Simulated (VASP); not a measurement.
Set up this calculation in VASP 6.6.1, as the native input.

| Item | Value |
| --- | --- |
| Task | relaxation of cell and atoms |
| Functional | PBEsol |
| Potentials or basis | VASP PAW PBE potentials, release 64 (La, O) |
| Cutoff | 600 eV |
| k mesh | 8 × 8 × 5 |
| Occupations | fermi-dirac, width 0.05 eV |
| Spin | no spin polarisation |
| Dipole correction | no |
| Further INCAR settings | ALGO = Normal; EDIFF = 1e-06; IBRION = 2; EDIFFG = -0.01; NSW = 60; ISIF = 3 |

The structure of La2O3 lies in POSCAR:

```
La2O3
1.0
    3.9307778780      0.0000000000      0.0000000000
   -1.9653889390      3.4041534990      0.0000000000
    0.0000000000      0.0000000000      6.1119535200
La O
2 3
Direct
    0.3333333333      0.6666666667      0.2462356800
    0.6666666667      0.3333333333      0.7537643200
    0.0000000000      0.0000000000      0.0000000000
    0.3333333333      0.6666666667      0.6458906500
    0.6666666667      0.3333333333      0.3541093500
```

The input as run:

INCAR

```
PREC = Accurate
ENCUT = 600
EDIFF = 1E-6
ISMEAR = -1
SIGMA = 0.05
LREAL = False
LASPH = True
NELM = 60
ALGO = Normal
ISIF = 3
LWAVE = False
LCHARG = False
GGA = PS
IBRION = 2
NSW = 60
EDIFFG = -0.01
```

KPOINTS

```
Automatic mesh
0
Gamma
  8 8 5
```

Potentials or basis: VASP PAW PBE potentials, release 64 (La, O).

The run is started by

```sh
$ cat potpaw_PBE.64/La/POTCAR potpaw_PBE.64/O/POTCAR > POTCAR
$ mpirun -np 1 vasp_std > vasp.out
```

Results of the run:

- Relaxed volume: 15.93 Å³/atom
- Relaxed cell: a = 3.904 Å, b = 3.904 Å, c = 6.033 Å, α = 90.00°, β = 90.00°, γ = 120.00°
- Space group after relaxing (to 0.05 Å): P-3m1 (No. 164)
- Energy gained by relaxing: 4.4 meV/atom
- Ionic steps: 10
- Pressure after relaxing: 0.0 GPa
- Largest force after relaxing: 0.005 eV/Å
- Band gap on the k mesh: 3.85 eV, indirect (least direct gap 3.97 eV)

Caveat: the PAW data sets were made with another functional, which shifts forces and pressure a little; spin-orbit coupling is left out, which moves the levels of the heavy elements.

Run time: 6.2 min on 1 thread of Intel(R) Xeon(R) 6975P-C (Granite Rapids), with other jobs on the host, peak memory 0.29 GiB.
